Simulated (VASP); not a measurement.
TaVN2: single point with PBEsol

Crystal: TaVN2.

```
Ta V N
1.0
     3.10968    0.00000    0.00000
     0.00000    3.10968    0.00000
     0.00000    0.00000    4.38032
Ta V N
1 1 2
Direct
  0.00000 0.00000 0.00000
  0.50000 0.50000 0.50000
  0.50000 0.50000 0.00000
  0.00000 0.00000 0.50000
```

```json
{
 "Program": "VASP 6.6.1",
 "Task": "single point",
 "Functional": "PBEsol",
 "Potentials or basis": "VASP PAW PBE potentials, release 64 (Ta_pv, V_sv, N)",
 "Cutoff": "520 eV",
 "k mesh": "9 × 9 × 6",
 "Occupations": "fermi-dirac, width 0.05 eV",
 "Spin": "collinear spin, ferromagnetic start",
 "Starting moments": "[0.0, 2.0, 0.0, 0.0] μB",
 "Dipole correction": "no",
 "Further INCAR settings": "ALGO = Normal; EDIFF = 1e-06; NBANDS = 29"
}
```

- Pressure: -24.4 GPa
- Net moment: 1.25 μB per cell
- Site moments: Ta -0.06; V +1.19; N +0.01 μB
- Valence electrons inside the program's atomic spheres: Ta 8.82; V 11.47; N 3.71, 3.67

Stress tensor (GPa, compression positive):
```
-24.20   0.00   0.00
  0.00 -24.20   0.00
  0.00   0.00 -24.78
```

Levels at points of the mesh, in eV from the Fermi level:
Spin up:
```
           k point  band 14  band 15  band 16  band 17  band 18  band 19  band 20  band 21
(0.00, 0.00, 0.00)    -2.73    -2.71    -2.71    -1.73    -1.73    -1.66    -0.48    -0.31
(0.00, 0.00, 0.50)    -3.89    -3.89    -3.76    -2.62    -0.28     0.09     0.09     1.18
```
Spin down:
```
           k point  band 13  band 14  band 15  band 16  band 17  band 18  band 19  band 20  band 21  band 22
(0.00, 0.00, 0.00)    -3.91    -2.69    -2.69    -2.67    -1.03    -1.03    -0.92     0.13     0.22     1.59
(0.00, 0.00, 0.50)    -3.96    -3.88    -3.88    -3.77    -1.76     0.48     1.17     1.36     1.36     2.20
```

It took 2.5 min on 1 thread of Intel(R) Xeon(R) Platinum 8259CL CPU @ 2.50GHz (Skylake/Cascade Lake), on a shared host, peak memory 0.25 GiB.

Caveat: the PAW data sets were made with another functional, which shifts forces and pressure a little; spin-orbit coupling is left out, which moves the levels of the heavy elements. With open d or f shells a metallic result of PBEsol can be an artefact of self-interaction; +U or a hybrid may open a gap.
